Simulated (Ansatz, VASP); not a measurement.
Al in VASP and in Ansatz

```
Al
1.0
     0.00000    1.92278    1.97338
     1.92278    0.00000    1.97338
     1.92278    1.92278    0.00000
Al
1
Direct
  0.00000 0.00000 0.00000
```

Change from the starting cell: strain -0.050 along x and y, -0.025 along z, atoms carried along.

Alike in both runs: task single point; functional PBEsol; k mesh 20 × 20 × 20; occupations gaussian, width 0.15 eV; no spin polarisation.

```csv
,VASP,Ansatz
version,VASP 6.6.1,Ansatz 0.2.0
potentials or method,"VASP PAW PBE potentials, release 64 (Al), cutoff 520 eV","scalar-relativistic, plane waves, PAW"
valence electrons in the cell,3,3
```

```csv
,VASP,Ansatz,Ansatz less VASP
gap on the k mesh at the Fermi level (eV),none,none,-
pressure (GPa),10.9,10.7,-0.11
"traceless stress, the component that is largest in VASP (GPa)",-1.51,-1.50,+0.008
```

VASP's potentials were made for PBE, not for PBEsol. A gap of «none» marks a metal or a gap that the smearing closes. With one functional, cell and mesh, what is left measures potentials, basis and numerics.
